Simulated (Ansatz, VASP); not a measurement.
**KCl: VASP beside Ansatz**

```xyz
2
Lattice="3.8392 0.0000 0.0000 0.0000 3.8392 0.0000 0.0000 0.0000 3.9352" Properties=species:S:1:pos:R:3 pbc="T T T"
K     0.0000    0.0000    0.0000
Cl    1.9196    1.9196    1.9676
```

Change from the starting cell: strain +0.000 along x and y, +0.025 along z, atoms carried along.

Alike in both runs: task single point; functional PBEsol; k mesh 6 × 6 × 6; occupations gaussian, width 0.05 eV; no spin polarisation.

|  | VASP | Ansatz |
| --- | --- | --- |
| version | VASP 6.6.1 | Ansatz 0.2.0 |
| potentials or method | VASP PAW PBE potentials, release 64 (K_sv, Cl), cutoff 520 eV | scalar-relativistic, plane waves, PAW |
| valence electrons in the cell | 16 | 16 |

|  | VASP | Ansatz | Ansatz less VASP |
| --- | --- | --- | --- |
| gap on the k mesh at the Fermi level (eV) | 4.48 | 4.48 | +0.003 |
| least direct gap on the mesh (eV) | 4.68 | 4.68 | +0.002 |
| pressure (GPa) | -1.8 | -1.8 | -0.01 |
| traceless stress, the component that is largest in VASP (GPa) | -0.67 | -0.67 | -0.001 |

VASP's potentials were made for PBE, not for PBEsol.
